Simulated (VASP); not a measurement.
S: single point with PBEsol

Crystal: S.

```
CELL_PARAMETERS angstrom
1.53451 1.53451 1.53451
-1.53451 1.53451 1.53451
-1.53451 -1.53451 1.53451
ATOMIC_POSITIONS crystal
S 0.00000 0.00000 0.00000
```

```yaml
Program: VASP 6.6.1
Task: single point
Functional: PBEsol
Potentials_or_basis: VASP PAW PBE potentials, release 64 (S)
Cutoff: 520 eV
k_mesh: 7 × 7 × 7
Occupations: methfessel-paxton, width 0.02 eV
Spin: no spin polarisation
```

| Quantity | Value |
| --- | --- |
| Pressure | 0.1 GPa |
| Band gap on the k mesh | zero (band 3 reaches 12.54 eV, above the bottom of band 4 at 5.26 eV) |

Levels at points of the mesh, in eV from the Fermi level:
```csv
k point,band 1,band 2,band 3,band 4,band 5,band 6
"(0.00, 0.00, 0.00)",-18.03,3.41,3.41,3.41,12.15,12.15
```

It took 2.5 s on 1 thread of Intel Xeon 6975P-C, with other jobs on the host, peak memory 0.12 GiB.

Caveat: the k points lie up to 0.41 Å⁻¹ apart; the PAW data sets were made with another functional, which shifts forces and pressure a little.
